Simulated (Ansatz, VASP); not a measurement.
**One calculation of ZrTi3C4, two programs**

The input INCAR:

```
SYSTEM = ZrTi3C4
  PREC = Accurate
  ENCUT = 600
  EDIFF = 1E-6
  ISMEAR = 0
  SIGMA = 0.1
  LREAL = .False.
  LASPH = .True.
  NELM = 100
  ALGO = Normal
  ISIF = 3
  LWAVE = .False.
  LCHARG = .False.
  GGA = PE
  IBRION = 2
  NSW = 90
  EDIFFG = -0.04
```

The input KPOINTS:

```
regular mesh
0
Gamma
  6 6 6
  0 0 0
```

File POSCAR:

```
ZrTi3C4
1.0
   -2.4027072700      2.4027072700      4.8054145400
    2.4027072700     -2.4027072700      4.8054145400
    2.4027072700      2.4027072700     -4.8054145400
Zr Ti C
1 3 4
Direct
    0.5000000000      0.5000000000      0.0000000000
    0.0000000000      0.0000000000      0.0000000000
    0.7500000000      0.2500000000      0.5000000000
    0.2500000000      0.7500000000      0.5000000000
    0.2500000000      0.2500000000      0.0000000000
    0.0000000000      0.5000000000      0.5000000000
    0.7500000000      0.7500000000      0.0000000000
    0.5000000000      0.0000000000      0.5000000000
```

Input for Ansatz:

```yaml
crystal:
  lattice:
    - [-2.40270727, 2.40270727, 4.80541454]
    - [2.40270727, -2.40270727, 4.80541454]
    - [2.40270727, 2.40270727, -4.80541454]
  atoms:
    - { symbol: Zr, position: [0.5, 0.5, 0.0] }
    - { symbol: Ti, position: [0.0, 0.0, 0.0] }
    - { symbol: Ti, position: [0.75, 0.25, 0.5] }
    - { symbol: Ti, position: [0.25, 0.75, 0.5] }
    - { symbol: C, position: [0.25, 0.25, 0.0] }
    - { symbol: C, position: [0.0, 0.5, 0.5] }
    - { symbol: C, position: [0.75, 0.75, 0.0] }
    - { symbol: C, position: [0.5, 0.0, 0.5] }
basis:
  ecutwfc: 420
kpoints:
  mp_grid: { grid: [6, 6, 6] }
hamiltonian:
  xc: pbe
scf:
  occupations: { method: gaussian, width: 0.1 }
  lower_state_search: "off"
output:
  forces: true
  stress: true
  eigenvalues: true
relax:
  adjacent_minimum: "off"
  f_tol: 0.04
  max_steps: 70
  cell: { stress_tol: 0.4 }
```

Alike in both runs: task relaxation of cell and atoms; functional PBE; k mesh 6 × 6 × 6; occupations gaussian, width 0.1 eV; no spin polarisation.

```csv
,VASP,Ansatz
version,VASP 6.6.1,Ansatz 0.2.0
potentials or method,"VASP PAW PBE potentials, release 64 (Zr_sv, Ti_sv, C), cutoff 600 eV","scalar-relativistic, plane waves, PAW"
valence electrons in the cell,64,64
```

|  | VASP | Ansatz | Ansatz less VASP |
| --- | --- | --- | --- |
| gap on the k mesh at the Fermi level, each at its own relaxed structure (eV) | none | none | - |
| relaxed volume (Å³/atom) | 10.97 | 10.96 | -0.004 |
| relaxed cell length with the largest relative difference (Å) | 5.436 | 5.433 | -0.0030 |

A gap of «none» marks a metal or a gap that the smearing closes.

Noted on VASP's run: the volume moved by over 15 % at a fixed basis, so the end points are rough.
